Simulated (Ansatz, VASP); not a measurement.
**ZrB2: VASP beside Ansatz**

```
CELL_PARAMETERS angstrom
3.06020 0.00000 0.00000
-1.53010 2.65021 0.00000
0.00000 0.00000 3.68210
ATOMIC_POSITIONS crystal
Zr 0.00000 0.00000 0.00000
B 0.33333 0.66667 0.50000
B 0.66667 0.33333 0.50000
```

Alike in both runs: task single point; functional PBEsol; k mesh 15 × 15 × 12; occupations gaussian, width 0.15 eV; no spin polarisation.

```csv
,VASP,Ansatz
version,VASP 6.6.1,Ansatz 0.2.0
potentials or method,"VASP PAW PBE potentials, release 64 (Zr_sv, B), cutoff 520 eV","scalar-relativistic, plane waves, PAW"
valence electrons in the cell,18,18
```

```csv
,VASP,Ansatz,Ansatz less VASP
gap on the k mesh at the Fermi level (eV),none,none,-
pressure (GPa),5.1,4.8,-0.37
"traceless stress, the component that is largest in VASP (GPa)",-19.06,-19.03,+0.031
```

VASP's potentials were made for PBE, not for PBEsol. A gap of «none» marks a metal or a gap that the smearing closes.
